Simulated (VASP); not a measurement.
# YTeAu (P4/mmm) in VASP: a series of runs, part 2 of 2

VASP 6.6.1. The steps go on from the part before.

### 4 Relaxation of cell and atoms, PBE

INCAR

```
SYSTEM = YTeAu
ALGO = Normal
EDIFF = 1E-6
EDIFFG = -0.04
ENCUT = 600
GGA = PE
IBRION = 2
ISIF = 3
ISMEAR = 0
LASPH = .True.
LCHARG = .False.
LREAL = .False.
LWAVE = .False.
NELM = 80
NSW = 90
PREC = Accurate
SIGMA = 0.1
```

KPOINTS

```
k-points
0
Gamma
  4 4 4
  0 0 0
```

POSCAR

```
YTeAu
1.0
    3.9828010500      0.0000000000      0.0000000000
    0.0000000000      3.9828010500      0.0000000000
    0.0000000000      0.0000000000      4.8524829400
Y Te Au
1 1 1
Direct
    0.5000000000      0.5000000000      0.5000000000
    0.5000000000      0.5000000000      0.0000000000
    0.0000000000      0.0000000000      0.5000000000
```

Potentials or basis: VASP PAW PBE potentials, release 64 (Y_sv, Te, Au).

Launch:

```console
cat potpaw_PBE.64/Y_sv/POTCAR potpaw_PBE.64/Te/POTCAR potpaw_PBE.64/Au/POTCAR > POTCAR
mpirun -np 1 vasp_std > vasp.out
```

OUTCAR:

```text
SYSTEM = YTeAu
   EDIFF = 1E-6
   EDIFFG = -0.04
   ENCUT = 600
   GGA = PE
   IBRION = 2
   ISIF = 3
   ISMEAR = 0
   LASPH = .True.
   LREAL = .False.
   NELM = 80
   NSW = 90
   PREC = Accurate

 ion  position               nearest neighbor table
   1  0.500  0.500  0.500-   2 2.43   2 2.43   3 2.82   3 2.82   3 2.82   3 2.82
   2  0.500  0.500  0.000-   1 2.43   1 2.43
   3  0.000  0.000  0.500-   1 2.82   1 2.82   1 2.82   1 2.82

  LATTYP: Found a simple tetragonal cell.
 ALAT       =     3.9828010500
 C/A-ratio  =     1.2183593604

  Lattice vectors:

 A1 = (   3.9828010500,   0.0000000000,   0.0000000000)
 A2 = (   0.0000000000,   3.9828010500,   0.0000000000)
 A3 = (   0.0000000000,   0.0000000000,   4.8524829400)

Analysis of symmetry for initial positions (statically):
=====================================================================
 Subroutine PRICEL returns:
 Original cell was already a primitive cell.

 Routine SETGRP: Setting up the symmetry group for a
 simple tetragonal supercell.

 Subroutine GETGRP returns: Found 16 space group operations
 (whereof 16 operations were pure point group operations)
 out of a pool of 16 trial point group operations.

The static configuration has the point symmetry D_4h.

Analysis of symmetry for dynamics (positions and initial velocities):
=====================================================================
[... 153 lines left out ...]
  free energy    TOTEN  =       -11.27762169 eV

  energy without entropy =      -11.27067763  energy(sigma->0) =      -11.27414966

 E-fermi :   5.6501     XC(G=0): -10.1497

 val. band max:        5.6455212376   @ k =   0.5000   0.2500   0.5000
 cond. band min:       5.8531675596   @ k =   0.5000   0.0000   0.0000
 fundamental gap:      0.2076463220
 Fermi energy:         5.6501300590

 k-point     1 :       0.0000    0.0000    0.0000
  band No.  band energies     occupation
      1     -36.3307      2.00000
      2     -17.0254      2.00000
      3     -16.4143      2.00000
      4     -16.4143      2.00000
      5      -5.9246      2.00000
      6       0.0673      2.00000
[... 471 lines left out ...]
  FREE ENERGIE OF THE ION-ELECTRON SYSTEM (eV)
  ---------------------------------------------------
  free  energy   TOTEN  =       -14.0423879266 eV

  energy  without entropy=      -14.0204152544  energy(sigma->0) =      -14.03140159

[... ionic steps 4 to 7 ...]

--------------------------------------- Ionic step        8  -------------------------------------------

 number of electron      27.9999998 magnetization

------------------------ aborting loop because EDIFF is reached ----------------------------------------
[... 69 lines left out ...]
--------------------------------------- Ionic step       10  -------------------------------------------

 number of electron      27.9999996 magnetization

 Free energy of the ion-electron system (eV)
  ---------------------------------------------------
  ext. energy  EPLUGINS =         0.00000000
  ---------------------------------------------------
  free energy    TOTEN  =       -14.07870470 eV

  energy without entropy =      -14.06621451  energy(sigma->0) =      -14.07245961

 E-fermi :   3.3236     XC(G=0):  -8.8939

 val. band max:        3.2736041771   @ k =   0.2500   0.0000   0.2500
 cond. band min:       3.3352910099   @ k =   0.0000   0.0000   0.0000
 fundamental gap:      0.0616868327
 Fermi energy:         3.3235721017

 k-point     1 :       0.0000    0.0000    0.0000
  band No.  band energies     occupation
      1     -39.8558      2.00000
      2     -19.8659      2.00000
      3     -19.8659      2.00000
      4     -19.7656      2.00000
      5      -7.1540      2.00000
      6      -2.0446      2.00000
[... 397 lines left out ...]
  FREE ENERGIE OF THE ION-ELECTRON SYSTEM (eV)
  ---------------------------------------------------
  free  energy   TOTEN  =       -14.0787047045 eV

  energy  without entropy=      -14.0662145148  energy(sigma->0) =      -14.07245961

 reached required accuracy - stopping structural energy minimisation
```

OSZICAR:

```text
N       E                     dE             d eps       ncg     rms          rms(c)
DAV:   1     0.166987066875E+03    0.16699E+03   -0.14976E+04   648   0.161E+03
DAV:   2    -0.153247655837E+01   -0.16852E+03   -0.16437E+03   758   0.324E+02
DAV:   3    -0.117658638672E+02   -0.10233E+02   -0.10146E+02  1074   0.583E+01
DAV:   4    -0.120393021812E+02   -0.27344E+00   -0.27132E+00   840   0.907E+00
[... 109 lines left out ...]
DAV:   3    -0.140789453318E+02    0.84051E-03   -0.12350E-03   814   0.236E-01    0.152E-01
DAV:   4    -0.140786942965E+02    0.25104E-03   -0.11505E-03   944   0.178E-01    0.675E-02
DAV:   5    -0.140787010887E+02   -0.67922E-05   -0.60652E-05   794   0.394E-02    0.594E-02
DAV:   6    -0.140787051409E+02   -0.40522E-05   -0.23811E-05   784   0.361E-02    0.183E-02
DAV:   7    -0.140787047045E+02    0.43642E-06   -0.34883E-06   638   0.133E-02
  10 F= -.14078705E+02 E0= -.14072460E+02  d E =-.252973E-02
```

Run time: 4 min. Hardware: 1 thread of Oxide Virtual Turin-like, shared host; peak memory 0.2 GiB.

What came out:

- Free energy: -14.0787 eV
- Relaxed volume: 34.10 Å³/atom
- Relaxed cell: a = 4.186 Å, b = 4.186 Å, c = 5.837 Å, α = 90.00°, β = 90.00°, γ = 90.00°
- Space group after relaxing (to 0.05 Å): P4/mmm (No. 123)
- Energy gained by relaxing: 933.7 meV/atom
- Ionic steps: 10
- Pressure after relaxing: -0.1 GPa
- Band gap on the k mesh: zero (band 14 reaches 3.48 eV, above the bottom of band 15 at 3.13 eV)

The path:
```
step  energy change (eV)  largest force (eV/Å)  pressure (GPa)  volume (Å³)
   1              0.0000                0.0000           28.22        76.97
   2             -1.5638                0.0000           -5.79       133.40
   3             -2.7648                0.0000           -0.32       101.39
   4             -2.7747                0.0000            0.21       100.27
   5             -2.7788                0.0000            0.98        98.80
   6             -2.7787                0.0000            0.73        99.26
   7             -2.7965                0.0000           -0.07       101.69
   8             -2.7986                0.0000           -0.45       102.89
   9             -2.8003                0.0000            0.14       101.96
  10             -2.8011                0.0000           -0.08       102.29
```

Final structure:
```
Y Te Au
1.0
     4.18624    0.00000    0.00000
     0.00000    4.18624    0.00000
     0.00000    0.00000    5.83694
Y Te Au
1 1 1
Direct
  0.50000 0.50000 0.50000
  0.50000 0.50000 0.00000
  0.00000 0.00000 0.50000
```

Caveat: the k points lie up to 0.38 Å⁻¹ apart in the final cell; the volume moved by over 15 % at a fixed basis, so the end points are rough; spin-orbit coupling is left out, which moves the levels of the heavy elements.

### 5 The runs side by side

| task | cell | cutoff (eV) | gap on the mesh (eV) | pressure (GPa) |
| --- | --- | --- | --- | --- |
| single point | a = 3.983, b = 3.983, c = 4.852 Å, 3 atoms | 520 | none | 28.2 |
| single point | a = 4.182, b = 4.182, c = 5.832 Å, 3 atoms | 520 | none | 0.0 |
| relaxation of cell and atoms | relaxed from a = 3.983, b = 3.983, c = 4.852 Å, 3 atoms | 600 | none | -0.1 |

Alike in all rows: level PBE; potentials or basis VASP PAW PBE potentials, release 64 (Y_sv, Te, Au); no spin polarisation; k mesh 4 × 4 × 4; smearing gaussian 0.1 eV.

Caveats: all runs use coarse meshes; spin-orbit coupling is left out, which moves the levels of the heavy elements; the volume moved by over 15 % at a fixed basis, so the end points are rough (some runs).

Total energies depend on the potentials used, so only differences within one code and one set of settings carry meaning.
